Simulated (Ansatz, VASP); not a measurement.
CsBr in VASP and in Ansatz

File INCAR:

```
PREC     = Accurate       # precision mode
ENCUT    = 400            # plane-wave cutoff, eV
EDIFF    = 1E-8           # SCF threshold, eV
ISMEAR   = -1             # smearing method
SIGMA    = 0.03           # smearing width, eV
LREAL    = F              # projectors in reciprocal space
LASPH    = T              # aspherical terms in the spheres
NELM     = 120            # most SCF steps
ALGO     = Normal         # electronic algorithm
ISIF     = 2              # what is computed and relaxed
LWAVE    = F              # write WAVECAR
LCHARG   = F              # write CHGCAR
GGA      = PE             # functional
LEFG     = T            
NBANDS   = 15             # bands
GGA_COMPAT= F
```

Contents of KPOINTS:

```
Automatic mesh
0
Gamma
  6 6 6
```

The input POSCAR:

```
CsBr
1.0
    4.2860000000      0.0000000000      0.0000000000
    0.0000000000      4.2860000000      0.0000000000
    0.0000000000      0.0000000000      4.2860000000
Cs Br
1 1
Direct
    0.0000000000      0.0000000000      0.0000000000
    0.5000000000      0.5000000000      0.5000000000
```

Input for Ansatz:

```yaml
crystal:
  lattice:
    - [4.286, 0.0, 0.0]
    - [0.0, 4.286, 0.0]
    - [0.0, 0.0, 4.286]
  atoms:
    - { symbol: Cs, position: [0.0, 0.0, 0.0] }
    - { symbol: Br, position: [0.5, 0.5, 0.5] }
kpoints:
  mp_grid: { grid: [6, 6, 6] }
  band_path:
    path:
      - [0.0, 0.0, 0.0]
      - [0.0, 0.5, 0.0]
      - [0.5, 0.5, 0.0]
      - [0.0, 0.0, 0.0]
      - [0.5, 0.5, 0.5]
      - [0.0, 0.5, 0.0]
      - [0.5, 0.5, 0.5]
      - [0.5, 0.5, 0.0]
    npoints: 8
scf:
  occupations: { method: fermi_dirac, width: 0.03 }
hamiltonian:
  xc: pbe
  pseudopotentials: { kind: all_electron, datasets: crystal }
output:
  forces: true
  stress: true
  eigenvalues: true
  efg: { contact_densities: true }
```

Alike in both runs: task electric field gradients; functional PBE; k mesh 6 × 6 × 6; occupations fermi-dirac, width 0.03 eV; no spin polarisation.

```csv
,VASP,Ansatz
version,VASP 6.6.1,Ansatz 0.2.0
potentials or method,"VASP PAW PBE potentials, release 64 (Cs_sv, Br), cutoff 400 eV","all-electron PAW with datasets made for the crystal, scalar-relativistic"
```

VASP gave:

| Item | Value |
| --- | --- |
| gap on the k mesh at the Fermi level (eV) | 4.52 |
| pressure (GPa) | 1.1 |

Problem. Estimate Ansatz's values.

Solution. gap on the k mesh at the Fermi level (eV): 4.53; pressure (GPa): 1.1.

Ansatz ran all-electron here, and VASP with PAW potentials.

Spin-orbit coupling is off throughout.
